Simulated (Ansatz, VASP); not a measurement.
One calculation of Ge, two programs

Contents of INCAR:

```
  PREC = Accurate
  ENCUT = 520
  EDIFF = 1E-6
  ISMEAR = 0
  SIGMA = 0.15
  LREAL = F
  LASPH = T
  NELM = 60
  ALGO = Normal
  ISIF = 2
  LWAVE = F
  LCHARG = F
  GGA = PS
  NBANDS = 13
```

Contents of KPOINTS:

```
Automatic mesh
0
Gamma
  20 20 18
```

Contents of POSCAR:

```
Ge
1.0
    1.4390634700     -2.6005160000      0.0000000000
    1.4390634700      2.6005160000      0.0000000000
    0.0000000000      0.0000000000      2.6982310000
Ge
1
Direct
    0.5000000000      0.5000000000      0.0000000000
```

Input for Ansatz:

```yaml
crystal:
  lattice:
    - [1.43906347, -2.600516, 0.0]
    - [1.43906347, 2.600516, 0.0]
    - [0.0, 0.0, 2.698231]
  atoms:
    - { symbol: Ge, position: [0.5, 0.5, 0.0] }
basis:
  ecutwfc: 420
kpoints:
  mp_grid: { grid: [20, 20, 18] }
hamiltonian:
  xc: pbesol
scf:
  occupations: { method: gaussian, width: 0.15 }
output:
  forces: true
  stress: true
  eigenvalues: true
```

Change from the starting cell: strain +0.0300 x Voigt [1, 0, 0, 0, 0, 0], atoms carried along.

Alike in both runs: task single point; functional PBEsol; k mesh 20 × 20 × 18; occupations gaussian, width 0.15 eV; no spin polarisation.

|  | VASP | Ansatz |
| --- | --- | --- |
| version | VASP 6.6.1 | Ansatz 0.2.0 |
| potentials or method | VASP PAW PBE potentials, release 64 (Ge_d), cutoff 520 eV | scalar-relativistic, plane waves, PAW |
| valence electrons in the cell | 14 | 14 |

```tsv
	VASP	Ansatz	Ansatz less VASP
gap on the k mesh at the Fermi level (eV)	none	none	-
pressure (GPa)	-5.9	-5.8	+0.12
traceless stress, the component that is largest in VASP (GPa)	1.42	1.44	+0.027
```

VASP's potentials were made for PBE, not for PBEsol. A gap of «none» marks a metal or a gap that the smearing closes. The functional is the same, so the differences come from potentials, cutoffs and numerics.
